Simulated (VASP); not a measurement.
# SiC (P6_3mc) in VASP: relaxation of cell and atoms with PBE

Aim: the relaxation of cell and atoms of SiC with PBE.

Everything below comes from runs of VASP 6.6.1. Logs are shortened: lines on timing, memory, paths and dates and some standing lists are left out, and cuts for length are marked.

## (1) The cell of the first run

Symmetry: P6_3mc, No. 186, hexagonal system. The conventional cell has a = 3.076 Å, b = 3.076 Å, c = 10.071 Å, α = 90.00°, β = 90.00°, γ = 120.00°. Si (site symmetry 3m) has 4 C at 1.88 to 1.89 Å within 2.5 Å. Within 2.5 Å of Si (site symmetry 3m) lie 4 C at 1.88 to 1.89 Å. Within 2.5 Å of C (site symmetry 3m) lie 4 Si at 1.88 to 1.89 Å. Within 2.5 Å of C (site symmetry 3m) lie 4 Si at 1.88 to 1.89 Å.

## (2) Relaxation of cell and atoms, PBE

The input, INCAR:

```
SYSTEM = SiC
  ALGO = Normal
  EDIFF = 1E-7
  EDIFFG = -0.005
  ENCUT = 600
  GGA = PE
  IBRION = 2
  ISIF = 3
  ISMEAR = 0
  LASPH = .True.
  LCHARG = .False.
  LREAL = .False.
  LWAVE = .False.
  NELM = 80
  NSW = 100
  PREC = Accurate
  SIGMA = 0.02
```

The input, KPOINTS:

```
k-points
0
Gamma
  12 12 4
  0 0 0
```

The input, POSCAR:

```
SiC
1.0
    3.0756941500      0.0000000000      0.0000000000
   -1.5378470700      2.6636292700      0.0000000000
    0.0000000000      0.0000000000     10.0706464800
Si C
4 4
Direct
    0.6666666700      0.3333333300      0.9378419800
    0.3333333300      0.6666666700      0.4378419800
    0.0000000000      0.0000000000      0.6878943800
    0.0000000000      0.0000000000      0.1878943800
    0.6666666700      0.3333333300      0.7498025900
    0.3333333300      0.6666666700      0.2498025900
    0.0000000000      0.0000000000      0.5004600500
    0.0000000000      0.0000000000      0.0004600500
```

Potentials or basis: VASP PAW PBE potentials, release 64 (Si, C).

The run is started by

```sh
> cat potpaw_PBE.64/Si/POTCAR potpaw_PBE.64/C/POTCAR > POTCAR
> mpirun -np 1 vasp_std > vasp.out
```

OUTCAR:

```text
SYSTEM = SiC
   EDIFF = 1E-7
   EDIFFG = -0.005
   ENCUT = 600
   GGA = PE
   IBRION = 2
   ISIF = 3
   ISMEAR = 0
   LASPH = .True.
   LREAL = .False.
   NELM = 80
   NSW = 100
   PREC = Accurate

 ion  position               nearest neighbor table
   1  0.667  0.333  0.938-   8 1.88   8 1.88   8 1.88   5 1.89   3 3.08   3 3.08   3 3.08   4 3.08
                             4 3.08   4 3.08
   2  0.333  0.667  0.438-   7 1.88   7 1.88   7 1.88   6 1.89   4 3.08   4 3.08   4 3.08   3 3.08
                             3 3.08   3 3.08
   3  0.000  0.000  0.688-   5 1.88   5 1.88   5 1.88   7 1.89   1 3.08   1 3.08   1 3.08   2 3.08
                             2 3.08   2 3.08
   4  0.000  0.000  0.188-   6 1.88   6 1.88   6 1.88   8 1.89   2 3.08   2 3.08   2 3.08   1 3.08
                             1 3.08   1 3.08
   5  0.667  0.333  0.750-   3 1.88   3 1.88   3 1.88   1 1.89
   6  0.333  0.667  0.250-   4 1.88   4 1.88   4 1.88   2 1.89
   7  0.000  0.000  0.500-   2 1.88   2 1.88   2 1.88   3 1.89
   8  0.000  0.000  0.000-   1 1.88   1 1.88   1 1.88   4 1.89

  LATTYP: Found a hexagonal cell.
 ALAT       =     3.0756941500
 C/A-ratio  =     3.2742678527

  Lattice vectors:

 A1 = (   3.0756941500,   0.0000000000,   0.0000000000)
 A2 = (  -1.5378470700,   2.6636292700,   0.0000000000)
 A3 = (   0.0000000000,   0.0000000000,  10.0706464800)

Analysis of symmetry for initial positions (statically):
=====================================================================
 Subroutine PRICEL returns:
 Original cell was already a primitive cell.

 Routine SETGRP: Setting up the symmetry group for a
 hexagonal supercell.

 Subroutine GETGRP returns: Found 12 space group operations
 (whereof  6 operations were pure point group operations)
 out of a pool of 24 trial point group operations.

The static configuration has the point symmetry C_3v.
 The point group associated with its full space group is C_6v.

Analysis of symmetry for dynamics (positions and initial velocities):
=====================================================================
 Subroutine PRICEL returns:
 Original cell was already a primitive cell.

 Routine SETGRP: Setting up the symmetry group for a
 hexagonal supercell.

 Subroutine GETGRP returns: Found 12 space group operations
 (whereof  6 operations were pure point group operations)
 out of a pool of 24 trial point group operations.

The dynamic configuration has the point symmetry C_3v.
[... 115 lines left out ...]
   NSW    =    100    number of steps for IOM
   IBRION =      2    ionic relax: 0-MD 1-quasi-New 2-CG
   NFREE  =      1    steps in history (QN), initial steepest desc. (CG)
   ISIF   =      3    stress and relaxation
   ISYM   =      2    0-nonsym 1-usesym 2-fastsym
   POTIM  = 0.5000    time-step for ionic-motion
   TEBEG  =    0.0;   TEEND  =   0.0 temperature during run
   PSTRESS=    0.0 pullay stress
   NELECT =      32.0000    total number of electrons
   NUPDOWN=      -1.0000    fix difference up-down
   EMIN   =  10.00;   EMAX   =-10.00  energy-range for DOS
   EFERMI =   0.00;   METHOD = LEGACY
   ISMEAR =     0;   SIGMA  =   0.02  broadening in eV -4-tet -1-fermi 0-gaus
   EFERMI_NEDOS =   21; number of points for ismear=-14 and -15
   IALGO  =     38    algorithm
   IMIX   =      4    mixing-type and parameters
     AMIX     =   0.40;   BMIX     =  1.00
     AMIX_MAG =   1.60;   BMIX_MAG =  1.00
  volume/ion in A,a.u.               =      10.31        69.60
  Fermi-wavevector in a.u.,A,eV,Ry     =   1.193897  2.256138 19.393597  1.425389
  Thomas-Fermi vector in A             =   2.329900
   LORBIT       =      0    0 simple, 1 ext, 2 COOP (PROOUT), +10 PAW based schemes
   GGA     = PE    functional components
   LHFCALC =     F    Hartree Fock is set to
   AEXX    =    0.0000 exact exchange contribution
   IVDW    =     0    specifies the selected vdW correction
   LEPSILON=     F    determine dielectric tensor
   LRPA    =     F    only Hartree local field effects (RPA)
 conjugate gradient relaxation of ions
 non-spin polarized calculation
 Gauss-broadening in eV      SIGMA  =   0.02
  energy-cutoff  :      600.00
  volume of cell :       82.50
 maximum number of plane-waves:      2790
 NGX is ok and might be reduce to    28
   NGX = 13   NGY = 13   NGZ = 41

--------------------------------------- Ionic step        1  -------------------------------------------

 number of electron      32.0000001 magnetization

 Free energy of the ion-electron system (eV)
  ---------------------------------------------------
  ext. energy  EPLUGINS =         0.00000000
  ---------------------------------------------------
  free energy    TOTEN  =       -60.23698655 eV

  energy without entropy =      -60.23698655  energy(sigma->0) =      -60.23698655

------------------------ aborting loop because EDIFF is reached ----------------------------------------

  FORCE on cell =-STRESS in cart. coord.  units (eV):
  Direction    XX          YY          ZZ          XY          YZ          ZX
  --------------------------------------------------------------------------------------
  -------------------------------------------------------------------------------------
  Total        1.9388023      1.9388023      1.8714008      0.0000000      0.0000000      0.0000000
  in kB       37.6504212     37.6504213     36.3415227      0.0000001      0.0000000      0.0000000
  external PRESSURE =      37.2141218 kB  Pullay stress =       0.0000000 kB
[... 197 lines left out ...]
--------------------------------------- Ionic step        6  -------------------------------------------

 number of electron      32.0000001 magnetization

 Free energy of the ion-electron system (eV)
  ---------------------------------------------------
  ext. energy  EPLUGINS =         0.00000000
  ---------------------------------------------------
  free energy    TOTEN  =       -60.25306687 eV

  energy without entropy =      -60.25306687  energy(sigma->0) =      -60.25306687

 E-fermi :   8.1237     XC(G=0): -11.2948

 val. band max:        8.0230504550   @ k =   0.0000   0.0000   0.0000
 cond. band min:      10.2464432227   @ k =   0.5000   0.0000   0.0000
 fundamental gap:      2.2233927676
 Fermi energy:         8.1236522100

 k-point     1 :       0.0000    0.0000    0.0000
  band No.  band energies     occupation
      1      -7.3514      2.00000
      2      -6.1873      2.00000
      3      -6.1513      2.00000
      4      -3.8356      2.00000
      5      -0.5108      2.00000
      6       3.6682      2.00000
[... 565 lines left out ...]
     20      13.3694      0.00000
     21      13.7455      0.00000

 [... further k-points ...]
[... 5 lines left out ...]
  --------------------------------------------------------------------------------------
  -------------------------------------------------------------------------------------
  Total        0.0383410      0.0383410      0.0321265      0.0000000      0.0000000     -0.0000000
  in kB        0.7322959      0.7322959      0.6136010      0.0000000      0.0000000     -0.0000000
  external PRESSURE =       0.6927309 kB  Pullay stress =       0.0000000 kB
[... 23 lines left out ...]
  FREE ENERGIE OF THE ION-ELECTRON SYSTEM (eV)
  ---------------------------------------------------
  free  energy   TOTEN  =       -60.2530668680 eV

  energy  without entropy=      -60.2530668680  energy(sigma->0) =      -60.25306687

 reached required accuracy - stopping structural energy minimisation
```

OSZICAR:

```text
N       E                     dE             d eps       ncg     rms          rms(c)
DAV:   1     0.993834210716E+02    0.99383E+02   -0.16279E+04  2394   0.155E+03
DAV:   2    -0.597027823523E+02   -0.15909E+03   -0.15009E+03  3329   0.229E+02
DAV:   3    -0.675547135541E+02   -0.78519E+01   -0.78043E+01  2964   0.524E+01
[... 44 lines left out ...]
       N       E                     dE             d eps       ncg     rms          rms(c)
DAV:   1    -0.602530670453E+02   -0.12076E-05   -0.59909E-05  2614   0.528E-02    0.321E-03
DAV:   2    -0.602530670072E+02    0.38153E-07   -0.21345E-06  2959   0.969E-03    0.189E-03
DAV:   3    -0.602530668717E+02    0.13547E-06   -0.18719E-07  1910   0.327E-03    0.625E-04
DAV:   4    -0.602530668680E+02    0.36825E-08   -0.11243E-07  1402   0.208E-03
   6 F= -.60253067E+02 E0= -.60253067E+02  d E =-.221611E-05
```

CONTCAR:

```text
SiC
   1.00000000000000
     3.0929062212380289    0.0000000000323151   -0.0000000000000000
    -1.5464531055630479    2.6785353609584299    0.0000000000000000
    -0.0000000000000000    0.0000000000000000   10.1256589032135746
  Si              C
     4     4
Direct
     0.6666666699999979    0.3333333300000021    0.9378459393520866
     0.3333333300000021    0.6666666699999979    0.4378459393520865
     0.0000000000000000    0.0000000000000000    0.6878981889744452
     0.0000000000000000    0.0000000000000000    0.1878981889744452
     0.6666666699999979    0.3333333300000021    0.7498073646957426
     0.3333333300000021    0.6666666699999979    0.2498073646957427
     0.0000000000000000    0.0000000000000000    0.5004475069777328
     0.0000000000000000    0.0000000000000000    0.0004475069777328

  0.00000000E+00  0.00000000E+00  0.00000000E+00
  0.00000000E+00  0.00000000E+00  0.00000000E+00
  0.00000000E+00  0.00000000E+00  0.00000000E+00
  0.00000000E+00  0.00000000E+00  0.00000000E+00
  0.00000000E+00  0.00000000E+00  0.00000000E+00
  0.00000000E+00  0.00000000E+00  0.00000000E+00
  0.00000000E+00  0.00000000E+00  0.00000000E+00
  0.00000000E+00  0.00000000E+00  0.00000000E+00
```

Run time: 3.9 min. Hardware: 1 thread of Intel Xeon Platinum 8488C (Sapphire Rapids), shared host; peak memory 0.29 GiB.

What came out:

```
Free energy                           : -60.2531 eV
Relaxed volume                        : 10.49 Å³/atom
Relaxed cell                          : a = 3.093 Å, b = 3.093 Å, c = 10.126 Å, α = 90.00°, β = 90.00°, γ = 120.00°
Space group after relaxing (to 0.1 Å) : P6_3mc (No. 186)
Energy gained by relaxing             : 2.0 meV/atom
Ionic steps                           : 6
Pressure after relaxing               : 0.1 GPa
Band gap on the k mesh                : 2.22 eV (least direct gap 3.34 eV)
```

Step by step:
```csv
step,energy change (eV),largest force (eV/Å),pressure (GPa),volume (Å³)
1,0.0000,0.0055,3.72,82.50
2,0.0009,0.0173,-3.60,85.40
3,-0.0161,0.0065,0.00,83.91
4,-0.0161,0.0063,0.07,83.88
5,-0.0161,0.0047,0.07,83.89
6,-0.0161,0.0005,0.07,83.89
```

Final structure:
```
Si C
1.0
     3.09291    0.00000    0.00000
    -1.54645    2.67854    0.00000
     0.00000    0.00000   10.12566
Si C
4 4
Direct
  0.66667 0.33333 0.93785
  0.33333 0.66667 0.43785
  0.00000 0.00000 0.68790
  0.00000 0.00000 0.18790
  0.66667 0.33333 0.74981
  0.33333 0.66667 0.24981
  0.00000 0.00000 0.50045
  0.00000 0.00000 0.00045
```

A k mesh can miss the band edges.
